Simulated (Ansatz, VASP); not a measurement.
# TlCl in VASP and in Ansatz

```
Tl Cl
1.0
     3.82025    0.00000    0.00000
     0.00000    3.82025    0.00000
     0.00000    0.00000    3.82025
Tl Cl
1 1
Direct
  0.00000 0.00000 0.00000
  0.50000 0.50000 0.50000
```

Alike in both runs: task single point; functional PBE; k mesh 6 × 6 × 6; no spin polarisation.

|  | VASP | Ansatz |
| --- | --- | --- |
| version | VASP 6.6.1 | Ansatz 0.2.0 |
| potentials or method | VASP PAW PBE potentials, release 64 (Tl_d, Cl) | plane waves, PAW |
| plane-wave cutoff (eV) | 500 | 420 |
| occupations | gaussian, width 0.01 eV | fixed |
| valence electrons in the cell | 20 | 20 |

Ansatz gave:

```
gap on the k mesh at the Fermi level (eV) : 2.05
pressure (GPa)                            : 1.6
```

Problem. Estimate VASP's values.

Solution. gap on the k mesh at the Fermi level (eV): 2.05; pressure (GPa): 1.5.

Neither program's run includes spin-orbit coupling.
